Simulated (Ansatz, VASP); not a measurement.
# Two plane-wave programs on BaTiO3

The input INCAR:

```
SYSTEM = BaTiO3
ALGO     = Normal         ! electronic algorithm
EDIFF    = 1E-6           ! SCF threshold, eV
ENCUT    = 520            ! plane-wave cutoff, eV
GGA      = PE             ! functional
ISIF     = 2              ! what is computed and relaxed
ISMEAR   = 0              ! smearing method
LASPH    = .True.         ! aspherical terms in the spheres
LCHARG   = .True.         ! write CHGCAR
LELF     = .True.         ! ELF
LREAL    = .False.        ! projectors in reciprocal space
LVHAR    = .True.       
LWAVE    = .False.        ! write WAVECAR
NBANDS   = 28             ! bands
NELM     = 60             ! most SCF steps
PREC     = Accurate       ! precision mode
SIGMA    = 0.01           ! smearing width, eV
```

KPOINTS

```
k-points
0
Gamma
  6 6 6
  0 0 0
```

File POSCAR:

```
BaTiO3
1.0
    2.8915390345      1.6694308399      2.3798336811
   -2.8915390345      1.6694308399      2.3798336811
    0.0000000000     -3.3388616799      2.3798336811
Ba Ti O
1 1 3
Direct
   -0.0054008912     -0.0054008912     -0.0054008912
    0.4803547845      0.4803547845      0.4803547845
    0.5112004268      0.5112004268      0.0218452530
    0.0218452530      0.5112004268      0.5112004268
    0.5112004268      0.0218452530      0.5112004268
```

Input for Ansatz:

```yaml
crystal:
  lattice:
    - [2.8915390345, 1.6694308399, 2.3798336811]
    - [-2.8915390345, 1.6694308399, 2.3798336811]
    - [0.0, -3.3388616799, 2.3798336811]
  atoms:
    - { symbol: Ba, position: [-0.0054008912, -0.0054008912, -0.0054008912] }
    - { symbol: Ti, position: [0.4803547845, 0.4803547845, 0.4803547845] }
    - { symbol: O, position: [0.5112004268, 0.5112004268, 0.021845253] }
    - { symbol: O, position: [0.021845253, 0.5112004268, 0.5112004268] }
    - { symbol: O, position: [0.5112004268, 0.021845253, 0.5112004268] }
kpoints:
  mp_grid: { grid: [6, 6, 6] }
hamiltonian:
  xc: pbe
scf:
  occupations: { method: fixed }
  n_extra_bands: 5
output:
  forces: true
  stress: true
  eigenvalues: true
```

Alike in both runs: task single point; functional PBE; k mesh 6 × 6 × 6; no spin polarisation.

```csv
,VASP,Ansatz
version,VASP 6.6.1,Ansatz 0.2.0
potentials or method,"VASP PAW PBE potentials, release 64 (Ba_sv, Ti_sv, O)","plane waves, PAW"
plane-wave cutoff (eV),520,420
occupations,"gaussian, width 0.01 eV",fixed
valence electrons in the cell,40,40
```

Ansatz gave:

```
gap on the k mesh at the Fermi level (eV)                     : 2.54
pressure (GPa)                                                : -4.3
traceless stress, the component that is largest in VASP (GPa) : 0.30
rms of the force components (eV/Å)                            : 0.144
```

Task: Which values does VASP return?

Result: gap on the k mesh at the Fermi level (eV): 2.50; pressure (GPa): -2.8; traceless stress, the component that is largest in VASP (GPa): 0.24; rms of the force components (eV/Å): 0.113.

Atom by atom the forces differ by 0.035 eV/Å (rms over components).

Neither program's run includes spin-orbit coupling.
